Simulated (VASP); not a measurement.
# CdS (F-43m) in VASP: a run that goes wrong, beside a sound one

Two runs on CdS: the first has a flaw, the second is sound.

Program: VASP 6.6.1. These are calculated values, not measurements. Logs are shortened: lines on timing, memory, paths and dates and some standing lists are left out, and cuts for length are marked.

**1. The cell of the first run**

It takes space group F-43m (No. 216, cubic). The conventional cell has a = 5.891 Å, b = 5.891 Å, c = 5.891 Å, α = 90.00°, β = 90.00°, γ = 90.00°. Cd (site symmetry -43m) has 4 S at 2.55 Å within 3.4 Å. S (site symmetry -43m) has 4 Cd at 2.55 Å within 3.4 Å.

**2. A run with an altered input**

Input file INCAR:

```
  ALGO = Normal
  EDIFF = 1E-6
  EDIFFG = -0.005
  EFERMI = MIDGAP
  ENCUT = 190
  GGA_COMPAT = False
  IBRION = 2
  ISIF = 3
  ISMEAR = 0
  KPAR = 2
  LASPH = True
  LCHARG = False
  LMIXTAU = True
  LREAL = False
  LWAVE = False
  METAGGA = R2SCAN
  NELM = 85
  NELMIN = 4
  NSW = 80
  POTIM = 0.5
  PREC = Low
  SIGMA = 0.03
```

Input file KPOINTS:

```
Automatic mesh
0
Gamma
  5 5 5
  0 0 0
```

Input file POSCAR:

```
CdS
1.0
    0.0000000000      2.9453781157      2.9453781157
    2.9453781157      0.0000000000      2.9453781157
    2.9453781157      2.9453781157      0.0000000000
Cd S
1 1
Direct
    0.0000000000      0.0000000000      0.0000000000
    0.7500000000      0.7500000000      0.7500000000
```

Potentials or basis: VASP PAW PBE potentials, release 64 (Cd, S).

Launch:

```sh
$ cat potpaw_PBE.64/Cd/POTCAR potpaw_PBE.64/S/POTCAR > POTCAR
$ cp POSCAR.step1 POSCAR
$ mpirun -np 2 vasp_std > vasp.out
$ cp CONTCAR POSCAR
$ mpirun -np 2 vasp_std > vasp.out
```

OUTCAR:

```text
EDIFF = 1E-6
   EDIFFG = -0.005
   EFERMI = MIDGAP
   ENCUT = 190
   IBRION = 2
   ISIF = 3
   ISMEAR = 0
   LASPH = True
   LREAL = False
   METAGGA = R2SCAN
[... 31 lines left out ...]
   LASPH  =      T    aspherical Exc in radial PAW
   ENCUT  =  190.0 eV  13.96 Ry    3.74 a.u.   4.68  4.68  4.68*2*pi/ulx,y,z
   NELM   =     85;   NELMIN=  4; NELMDL=  0     # of ELM steps
   EDIFF  = 0.1E-05   stopping-criterion for ELM
   LREAL  =      F    real-space projection
   EDIFFG = -.5E-02   stopping-criterion for IOM
   NSW    =     80    number of steps for IOM
   IBRION =      2    ionic relax: 0-MD 1-quasi-New 2-CG
   NFREE  =      1    steps in history (QN), initial steepest desc. (CG)
   ISIF   =      3    stress and relaxation
[... 150 lines left out ...]

 [... further k-points ...]

------------------------ aborting loop because EDIFF is reached ----------------------------------------

  FORCE on cell =-STRESS in cart. coord.  units (eV):
  Direction    XX          YY          ZZ          XY          YZ          ZX
  --------------------------------------------------------------------------------------
[... 13 lines left out ...]

 POSITION                                       TOTAL-FORCE (eV/Angst)
 -----------------------------------------------------------------------------------
      0.00000      0.00000      0.00000        -0.000000     -0.000000     -0.000000
      4.41807      4.41807      4.41807         0.000000      0.000000      0.000000
 -----------------------------------------------------------------------------------
    total drift:                               -0.000260     -0.000260     -0.000639

  FREE ENERGIE OF THE ION-ELECTRON SYSTEM (eV)
  ---------------------------------------------------
  free  energy   TOTEN  =       -28.6339506661 eV

  energy  without entropy=      -28.6339506661  energy(sigma->0) =      -28.63395067
```

On the terminal:

```text
POSCAR found type information on POSCAR CdS
 POSCAR found :  2 types and       2 ions
[... 37 lines left out ...]

1
1
```

Run time: 37 s. Hardware: 2 MPI ranks of Intel Xeon Platinum 8488C (Sapphire Rapids), shared host.

The program failed during the run. What is wrong with the input: cell relaxed at a low cutoff (ENCUT = 190; PREC = Low).

**3. Relaxation of cell and atoms, r2SCAN (25.55 Å³/atom)**

POSCAR is that of step 2.

Input file INCAR.step1:

```
  ALGO = Normal
  EDIFF = 1E-7
  EDIFFG = -0.002
  EFERMI = MIDGAP
  ENCUT = 720
  GGA_COMPAT = False
  IBRION = 2
  ISIF = 3
  ISMEAR = 0
  KPAR = 2
  LASPH = True
  LCHARG = False
  LMIXTAU = True
  LREAL = False
  LWAVE = False
  METAGGA = R2SCAN
  NELM = 120
  NELMIN = 4
  NSW = 80
  POTIM = 0.5
  PREC = Accurate
  SIGMA = 0.03
```

Input file INCAR.step4:

```
  ALGO = Normal
  EDIFF = 1E-7
  EFERMI = MIDGAP
  ENCUT = 720
  GGA_COMPAT = False
  ISIF = 2
  ISMEAR = 0
  KPAR = 2
  LASPH = True
  LCHARG = False
  LMIXTAU = True
  LREAL = False
  LWAVE = False
  METAGGA = R2SCAN
  NELM = 120
  PREC = Accurate
  SIGMA = 0.03
```

Input file KPOINTS:

```
Automatic mesh
0
Gamma
  8 8 8
  0 0 0
```

Potentials or basis: VASP PAW PBE potentials, release 64 (Cd, S).

Launch:

```sh
$ cat potpaw_PBE.64/Cd/POTCAR potpaw_PBE.64/S/POTCAR > POTCAR
$ cp INCAR.step1 INCAR
$ cp POSCAR.step1 POSCAR
$ mpirun -np 2 vasp_std > vasp.out
$ cp CONTCAR POSCAR
$ mpirun -np 2 vasp_std > vasp.out
$ cp CONTCAR POSCAR
$ mpirun -np 2 vasp_std > vasp.out
$ cp CONTCAR POSCAR
$ cp INCAR.step4 INCAR
$ mpirun -np 2 vasp_std > vasp.out
```

Run time: 5.7 min. Hardware: 2 MPI ranks of Intel Xeon Platinum 8488C (Sapphire Rapids), shared host; peak memory 0.24 GiB.

The run converged. Its results:

```yaml
Free_energy: -29.6873 eV
Relaxed_volume: 25.51 Å³/atom
Relaxed_cell: a = 4.163 Å, b = 4.163 Å, c = 4.163 Å, α = 60.00°, β = 60.00°, γ = 60.00°
Space_group_after_relaxing_to_0.1_Å: F-43m (No. 216)
Energy_gained_by_relaxing: 0.0 meV/atom
Ionic_steps: 5
Pressure_after_relaxing: 0.0 GPa
Band_gap_on_the_k_mesh: 1.53 eV
```

Final structure:
```cif
data_structure
_symmetry_space_group_name_H-M 'P 1'
_symmetry_Int_Tables_number 1
_cell_length_a 4.1632
_cell_length_b 4.1632
_cell_length_c 4.1632
_cell_angle_alpha 60.000
_cell_angle_beta 60.000
_cell_angle_gamma 60.000
_cell_volume 51.02
loop_
_atom_site_label
_atom_site_type_symbol
_atom_site_fract_x
_atom_site_fract_y
_atom_site_fract_z
_atom_site_occupancy
Cd1 Cd 0.00000 0.00000 0.00000 1
S1 S 0.75000 0.75000 0.75000 1
```

Levels at points of the mesh, in eV from the valence-band top:
| k point | band 7 | band 8 | band 9 | band 10 | band 11 | band 12 |
| --- | --- | --- | --- | --- | --- | --- |
| (0.00, 0.00, 0.00) | 0.00 | 0.00 | 0.00 | 1.53 | 7.08 | 7.08 |
| (0.50, 0.00, 0.00) | -4.29 | -0.73 | -0.73 | 3.43 | 7.48 | 7.48 |
| (0.50, 0.50, 0.00) | -3.85 | -1.83 | -1.83 | 3.89 | 4.72 | 9.66 |

Caveat: the PAW data sets were made with another functional, which shifts forces and pressure a little.
